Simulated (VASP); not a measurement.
NaI: single point with PBE

The system is NaI.

```
Na I
1.0
     0.00000    3.26309    3.26309
     3.26309    0.00000    3.26309
     3.26309    3.26309    0.00000
Na I
1 1
Direct
  0.00000 0.00000 0.00000
  0.50000 0.50000 0.50000
```

```yaml
Program: VASP 6.6.1
Task: single point
Functional: PBE
Potentials_or_basis: VASP PAW PBE potentials, release 64 (Na_pv, I)
Cutoff: 520 eV
k_mesh: 6 × 6 × 6
Occupations: gaussian, width 0.02 eV
Spin: no spin polarisation
```

```yaml
Pressure: 0.0 GPa
Band_gap_on_the_k_mesh: 3.58 eV
```

Levels at points of the mesh, in eV from the valence-band top:
```tsv
k point	band 4	band 5	band 6	band 7	band 8	band 9	band 10	band 11
(0.00, 0.00, 0.00)	-10.96	0.00	0.00	0.00	3.58	7.93	7.93	7.93
(0.50, 0.00, 0.00)	-10.66	-2.09	-0.27	-0.27	5.09	7.42	7.42	8.55
(0.50, 0.50, 0.00)	-10.59	-1.82	-0.71	-0.71	4.47	5.60	9.72	11.15
```

It took 11 s on 1 thread of Intel(R) Xeon(R) Platinum 8559C (Emerald Rapids) (shared host), peak memory 0.2 GiB.

Caveat: spin-orbit coupling is left out, which moves the levels of the heavy elements.
